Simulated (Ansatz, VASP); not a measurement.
## Two plane-wave programs on Ti3Al4Ni

```
Ti Al Ni
1.0
     5.83551    0.00000    0.00000
     0.00000    5.83551    0.00000
     0.00000    0.00000    3.59195
Ti Al Ni
3 4 1
Direct
  0.00000 0.00000 0.50000
  0.00000 0.50000 0.50000
  0.50000 0.00000 0.50000
  0.73053 0.73053 0.00000
  0.73053 0.26947 0.00000
  0.26947 0.73053 0.00000
  0.26947 0.26947 0.00000
  0.50000 0.50000 0.50000
```

Alike in both runs: task relaxation of cell and atoms; functional PBE; k mesh 6 × 6 × 10; occupations gaussian, width 0.1 eV; no spin polarisation.

|  | VASP | Ansatz |
| --- | --- | --- |
| version | VASP 6.6.1 | Ansatz 0.2.0 |
| potentials or method | VASP PAW PBE potentials, release 64 (Ti_sv, Al, Ni), cutoff 600 eV | scalar-relativistic, plane waves, PAW |
| valence electrons in the cell | 58 | 66 |

Ansatz gave:

- gap on the k mesh at the Fermi level, each at its own relaxed structure (eV): none
- relaxed volume (Å³/atom): 15.33
- relaxed length of the cell vector where the two differ most in proportion (Å): 3.620

Q: Estimate VASP's values.

A: gap on the k mesh at the Fermi level, each at its own relaxed structure (eV): none; relaxed volume (Å³/atom): 15.32; relaxed length of the cell vector where the two differ most in proportion (Å): 3.595.

A gap of «none» marks a metal or a gap that the smearing closes. VASP's potentials hold 58 valence electrons a cell and Ansatz's 66, so a difference there can come from the potentials and not from the codes.
